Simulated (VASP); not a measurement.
# Rh: single point with PBE

Rh:

```xyz
1
Lattice="0.0000 1.8979 1.8979 1.8979 0.0000 1.8979 1.8979 1.8979 0.0000" Properties=species:S:1:pos:R:3 pbc="T T T"
Rh    0.0000    0.0000    0.0000
```

```yaml
Program: VASP 6.6.1
Task: single point
Functional: PBE
Potentials_or_basis: VASP PAW PBE potentials, release 64 (Rh_pv)
Cutoff: 520 eV
k_mesh: 12 × 12 × 12
Occupations: gaussian, width 0.022 eV
Spin: no spin polarisation
Dipole_correction: no
Further_INCAR_settings: ALGO = Fast; EDIFF = 1e-07; NBANDS = 14
```

The pressure is 7.3 GPa. The band gap on the k mesh is zero (an odd number of electrons rules out a gap without spin polarisation).

Levels at points of the mesh, in eV from the Fermi level:
```tsv
k point	band 3	band 4	band 5	band 6	band 7	band 8	band 9	band 10	band 11	band 12
(0.00, 0.00, 0.00)	-46.46	-8.05	-3.17	-3.17	-3.17	-1.07	-1.07	15.94	20.42	21.43
(0.50, 0.00, 0.00)	-46.57	-6.22	-3.25	-3.25	0.51	0.51	0.68	8.64	15.45	20.42
(0.50, 0.50, 0.00)	-46.74	-6.43	-6.06	0.48	0.93	0.93	3.22	12.29	13.31	13.31
```

It took 12 s on 1 thread of Intel(R) Xeon(R) Platinum 8488C (Sapphire Rapids) (shared host), peak memory 0.13 GiB.

Caveat: the cell stands under pressure.
